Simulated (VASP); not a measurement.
Here is a VASP 6.6.1 calculation.

Contents of INCAR:

```
  PREC = Accurate
  ENCUT = 520
  EDIFF = 1E-6
  ISMEAR = 0
  SIGMA = 0.15
  LREAL = False
  LASPH = True
  NELM = 60
  ALGO = Normal
  ISIF = 2
  LWAVE = False
  LCHARG = True
  GGA = PE
  LELF = True
  LVHAR = True
  NBANDS = 24
```

KPOINTS

```
Automatic mesh
0
Gamma
  15 15 8
```

File POSCAR:

```
TaN
1.0
    2.9556944426      0.0000000000      0.0000000000
   -1.4778472213      2.5597064731      0.0000000000
    0.0000000000      0.0000000000      5.9142266377
Ta N
2 2
Direct
   -0.0514244632      0.0000000000      0.0000000000
    0.0514244632      0.0000000000      0.5000000000
    0.3333333333      0.6666666667      0.2500000000
    0.6666666667      0.3333333333      0.7500000000
```

Potentials or basis: VASP PAW PBE potentials, release 64 (Ta_pv, N).

Launch:

```sh
$ cat potpaw_PBE.64/Ta_pv/POTCAR potpaw_PBE.64/N/POTCAR > POTCAR
$ mpirun -np 1 vasp_std > vasp.out
```

(1) Predict the pressure.

(2) What does it give for the largest force?

(3) Predict the band gap on the k mesh.

Results:

(1) -3.9 GPa.

(2) 1.774 eV/Å.

(3) zero (bands 16 and 17 overlap by 0.70 eV).

Caveat: the cell differs from its parent crystal (atoms displaced along a vibrational mode, the cell strained); the stress differs along the axes, from -8 to 2 GPa; spin-orbit coupling is left out, which moves the levels of the heavy elements; forces of over 1 eV/Å act on the atoms, so gaps and moduli don't describe the material at rest.
